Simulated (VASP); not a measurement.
# Sc2GaN3 (P-6m2) in VASP: single point with PBE

Aim: the single point of Sc2GaN3 with PBE.

All numbers are computed with VASP 6.6.1; they aren't measurements. Logs are shortened: lines on timing, memory, paths and dates and some standing lists are left out, and cuts for length are marked.

## (1) The cell of the first run

Symmetry: P-6m2, No. 187, hexagonal system. The conventional cell has a = 4.942 Å, b = 4.942 Å, c = 5.333 Å, α = 90.00°, β = 90.00°, γ = 120.00°. Within 2.9 Å of Sc (site symmetry -6m2) lie 2 N at 2.09 Å and 3 Sc at 2.85 Å. Sc (site symmetry -6m2) has 2 Ga at 2.67 Å and 3 Sc at 2.85 Å and 6 N at 3.54 Å within 3.6 Å. Ga (site symmetry -6m2) has 2 Sc at 2.67 Å and 9 N at 2.85 to 2.91 Å within 3.5 Å. Within 1.6 Å of N (site symmetry 3m) lie 1 N at 1.16 Å. N (site symmetry -6m2) has 3 Ga at 2.85 Å and 6 N at 2.91 Å and 12 Sc at 3.91 Å within 4.0 Å.

The cell was generated, and may not be a known phase.

## (2) Single point, PBE

The input, INCAR:

```
PREC = Accurate
ENCUT = 1330
EDIFF = 1E-6
ISMEAR = 0
SIGMA = 0.15
LREAL = False
LASPH = True
NELM = 120
ALGO = Normal
ISIF = 2
LWAVE = False
LCHARG = True
GGA = PE
LELF = True
LVHAR = True
NBANDS = 34
GGA_COMPAT = False
```

The input, KPOINTS:

```
Automatic mesh
0
Gamma
  3 3 2
```

The input, POSCAR:

```
Sc2GaN3
1.0
    4.9419404200      0.0000000000      0.0000000000
   -2.4709702100      4.2798459477      0.0000000000
    0.0000000000      0.0000000000      5.3325581195
Sc Ga N
2 1 3
Direct
    0.3333333333      0.6666666667      0.0000000000
    0.6666666667      0.3333333333      0.0000000000
    0.6666666667      0.3333333333      0.5000000000
    0.3333333333      0.6666666667      0.3915600822
    0.3333333333      0.6666666667      0.6084399178
    0.0000000000      0.0000000000      0.5000000000
```

Potentials or basis: VASP PAW PBE potentials, release 64 (Sc_sv, Ga_d, N_h).

Started as:

```bash
> cat potpaw_PBE.64/Sc_sv/POTCAR potpaw_PBE.64/Ga_d/POTCAR potpaw_PBE.64/N_h/POTCAR > POTCAR
> mpirun -np 1 vasp_std > vasp.out
```

OUTCAR:

```text
PREC = Accurate
   ENCUT = 1330
   EDIFF = 1E-6
   ISMEAR = 0
   LREAL = False
   LASPH = True
   NELM = 120
   ISIF = 2
   GGA = PE

 ion  position               nearest neighbor table
   1  0.333  0.667  0.000-   4 2.09   5 2.09   2 2.85   2 2.85   2 2.85
   2  0.667  0.333  0.000-   3 2.67   3 2.67   1 2.85   1 2.85   1 2.85
   3  0.667  0.333  0.500-   2 2.67   2 2.67
   4  0.333  0.667  0.392-   5 1.16   1 2.09
   5  0.333  0.667  0.608-   4 1.16   1 2.09
   6  0.000  0.000  0.500-

  LATTYP: Found a hexagonal cell.
 ALAT       =     4.9419404200
 C/A-ratio  =     1.0790413616

  Lattice vectors:

 A1 = (   4.9419404200,   0.0000000000,   0.0000000000)
 A2 = (  -2.4709702100,   4.2798459477,   0.0000000000)
 A3 = (   0.0000000000,   0.0000000000,   5.3325581195)

Analysis of symmetry for initial positions (statically):
=====================================================================
 Subroutine PRICEL returns:
 Original cell was already a primitive cell.

 Routine SETGRP: Setting up the symmetry group for a
 hexagonal supercell.

 Subroutine GETGRP returns: Found 12 space group operations
 (whereof 12 operations were pure point group operations)
 out of a pool of 24 trial point group operations.

The static configuration has the point symmetry D_3h.

Analysis of symmetry for dynamics (positions and initial velocities):
=====================================================================
 Subroutine PRICEL returns:
 Original cell was already a primitive cell.

 Routine SETGRP: Setting up the symmetry group for a
 hexagonal supercell.

 Subroutine GETGRP returns: Found 12 space group operations
 (whereof 12 operations were pure point group operations)
 out of a pool of 24 trial point group operations.

The dynamic configuration has the point symmetry D_3h.

 Subroutine INISYM returns: Found 12 space group operations
 (whereof 12 operations are pure point group operations),
 and found     1 'primitive' translations

----------------------------------------------------------------------------------------

                                     Primitive cell

  volume of cell :     112.7876

  direct lattice vectors                    reciprocal lattice vectors
     4.941940420  0.000000000  0.000000000     0.202349667  0.116826635  0.000000000
    -2.470970210  4.279845948  0.000000000     0.000000000  0.233653270  0.000000000
     0.000000000  0.000000000  5.332558119     0.000000000  0.000000000  0.187527258

  length of vectors
[... 75 lines left out ...]
   IBRION =     -1    ionic relax: 0-MD 1-quasi-New 2-CG
   NFREE  =      0    steps in history (QN), initial steepest desc. (CG)
   ISIF   =      2    stress and relaxation
   ISYM   =      2    0-nonsym 1-usesym 2-fastsym
   POTIM  = 0.5000    time-step for ionic-motion
   TEBEG  =    0.0;   TEEND  =   0.0 temperature during run
   PSTRESS=    0.0 pullay stress
   NELECT =      50.0000    total number of electrons
   NUPDOWN=      -1.0000    fix difference up-down
   EMIN   =  10.00;   EMAX   =-10.00  energy-range for DOS
   EFERMI =   0.00;   METHOD = LEGACY
   ISMEAR =     0;   SIGMA  =   0.15  broadening in eV -4-tet -1-fermi 0-gaus
   EFERMI_NEDOS =   21; number of points for ismear=-14 and -15
   IALGO  =     38    algorithm
   IMIX   =      4    mixing-type and parameters
     AMIX     =   0.40;   BMIX     =  1.00
     AMIX_MAG =   1.60;   BMIX_MAG =  1.00
  volume/ion in A,a.u.               =      18.80       126.85
  Fermi-wavevector in a.u.,A,eV,Ry     =   1.248277  2.358902 21.200548  1.558196
  Thomas-Fermi vector in A             =   2.382371
   LORBIT       =      0    0 simple, 1 ext, 2 COOP (PROOUT), +10 PAW based schemes
   GGA     = PE    functional components
   LHFCALC =     F    Hartree Fock is set to
   AEXX    =    0.0000 exact exchange contribution
   IVDW    =     0    specifies the selected vdW correction
   LEPSILON=     F    determine dielectric tensor
   LRPA    =     F    only Hartree local field effects (RPA)
 non-spin polarized calculation
 Gauss-broadening in eV      SIGMA  =   0.15
  energy-cutoff  :     1330.00
  volume of cell :      112.79
 maximum number of plane-waves:     12498
 NGX is ok and might be reduce to    60
   NGX = 29   NGY = 29   NGZ = 31

 number of electron      50.0000000 magnetization

 Free energy of the ion-electron system (eV)
  ---------------------------------------------------
  ext. energy  EPLUGINS =         0.00000000
  ---------------------------------------------------
  free energy    TOTEN  =       -33.24867951 eV

  energy without entropy =      -33.16315629  energy(sigma->0) =      -33.20591790

 E-fermi :   2.7813     XC(G=0):  -9.4658

 val. band max:        2.7684051272   @ k =   0.3333   0.0000   0.0000
 cond. band min:       2.8140854092   @ k =   0.3333   0.3333   0.5000
 fundamental gap:      0.0456802820
 Fermi energy:         2.7812589238

 k-point     1 :       0.0000    0.0000    0.0000
  band No.  band energies     occupation
      1     -46.9516      2.00000
      2     -46.5905      2.00000
      3     -25.8242      2.00000
      4     -25.8242      2.00000
      5     -25.5259      2.00000
      6     -25.2960      2.00000
[... 211 lines left out ...]
     33       5.1442      0.00000
     34       5.9619      0.00000

------------------------ aborting loop because EDIFF is reached ----------------------------------------

  FORCE on cell =-STRESS in cart. coord.  units (eV):
  Direction    XX          YY          ZZ          XY          YZ          ZX
  --------------------------------------------------------------------------------------
  -------------------------------------------------------------------------------------
  Total        0.0986428      0.0986428      0.2761585      0.0000000     -0.0000000     -0.0000000
  in kB        1.4012472      1.4012472      3.9229041      0.0000000     -0.0000000     -0.0000000
  external PRESSURE =       2.2417995 kB  Pullay stress =       0.0000000 kB

 VOLUME and BASIS-vectors are now :
 -----------------------------------------------------------------------------
  energy-cutoff  :     1330.00
  volume of cell :      112.79
      direct lattice vectors                 reciprocal lattice vectors
     4.941940420  0.000000000  0.000000000     0.202349667  0.116826635  0.000000000
    -2.470970210  4.279845948  0.000000000     0.000000000  0.233653270  0.000000000
     0.000000000  0.000000000  5.332558119     0.000000000  0.000000000  0.187527258

 POSITION                                       TOTAL-FORCE (eV/Angst)
 -----------------------------------------------------------------------------------
     -0.00000      2.85323      0.00000        -0.000000     -0.000000     -0.000000
      2.47097      1.42662      0.00000         0.000000     -0.000000     -0.000000
      2.47097      1.42662      2.66628        -0.000000      0.000000     -0.000000
     -0.00000      2.85323      2.08802         0.000000      0.000000     -0.038809
     -0.00000      2.85323      3.24454         0.000000      0.000000      0.038809
      0.00000      0.00000      2.66628        -0.000000      0.000000     -0.000000
 -----------------------------------------------------------------------------------
    total drift:                                0.000001     -0.000000      0.000000

  FREE ENERGIE OF THE ION-ELECTRON SYSTEM (eV)
  ---------------------------------------------------
  free  energy   TOTEN  =       -33.2486795070 eV

  energy  without entropy=      -33.1631562882  energy(sigma->0) =      -33.20591790
```

OSZICAR:

```text
N       E                     dE             d eps       ncg     rms          rms(c)
DAV:   1     0.103234196585E+04    0.10323E+04   -0.38326E+04   416   0.347E+03
DAV:   2     0.141170157337E+03   -0.89117E+03   -0.86711E+03   472   0.834E+02
DAV:   3    -0.141881638144E+02   -0.15536E+03   -0.14804E+03   606   0.303E+02
[... 11 lines left out ...]
DAV:  15    -0.332486912844E+02    0.73240E-03   -0.33982E-03   672   0.220E-01    0.508E-02
DAV:  16    -0.332487133968E+02   -0.22112E-04   -0.46717E-04   648   0.124E-01    0.662E-02
DAV:  17    -0.332486811450E+02    0.32252E-04   -0.21632E-04   624   0.478E-02    0.148E-02
DAV:  18    -0.332486798809E+02    0.12641E-05   -0.26868E-05   608   0.248E-02    0.696E-03
DAV:  19    -0.332486795070E+02    0.37390E-06   -0.52948E-06   342   0.116E-02
   1 F= -.33248680E+02 E0= -.33205918E+02  d E =-.855232E-01
```

Run time: 3.1 min. Hardware: 1 thread of AMD EPYC 7R13 (Zen 3), shared host; peak memory 0.52 GiB.

Results:

| Item | Value |
| --- | --- |
| Free energy | -33.2487 eV |
| Pressure | 0.2 GPa |
| Largest force | 0.039 eV/Å |
| Band gap on the k mesh | zero (bands 25 and 26 overlap by 0.80 eV) |

Forces in eV/Å, atoms in the order of the input:
```
Sc   0.000  0.000  0.000
Sc   0.000  0.000  0.000
Ga   0.000  0.000  0.000
N    0.000  0.000 -0.039
N    0.000  0.000  0.039
N    0.000  0.000  0.000
```

Caveat: the k points lie up to 0.59 Å⁻¹ apart, too coarse for converged energies and pressures of a metal.

The gap in the log of VASP goes by the Fermi energy; the results here count the filled bands.